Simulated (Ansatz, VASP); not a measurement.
**Two plane-wave programs on Pd**

```
Pd
1.0
     0.00000    1.92245    1.92245
     1.92245    0.00000    1.92245
     1.92245    1.92245    0.00000
Pd
1
Cartesian
  0.0000 0.0000 0.0000
```

Alike in both runs: task relaxation of cell and atoms; functional LDA; k mesh 19 × 19 × 19; occupations fermi-dirac, width 0.05 eV; no spin polarisation.

|  | VASP | Ansatz |
| --- | --- | --- |
| version | VASP 6.6.1 | Ansatz 0.2.0 |
| potentials or method | VASP PAW LDA potentials, release 64 (Pd) | PAW with Ansatz's default frozen-core files, scalar-relativistic |
| plane-wave cutoff (eV) | 500 | 420 |
| valence electrons in the cell | 10 | 18 |

Ansatz gave:

| Item | Value |
| --- | --- |
| relaxed volume (Å³/atom) | 14.16 |
| relaxed cell length with the largest relative difference (Å) | 2.715 |

Q: Which values does VASP return?

A: Relaxed volume (Å³/atom): 14.18; relaxed cell length with the largest relative difference (Å): 2.717.

LDA's correlation is that of Perdew and Zunger in VASP and of Perdew and Wang (1992) in Ansatz. VASP's potentials hold 10 valence electrons a cell and Ansatz's 18, so a difference there can come from the potentials and not from the codes.
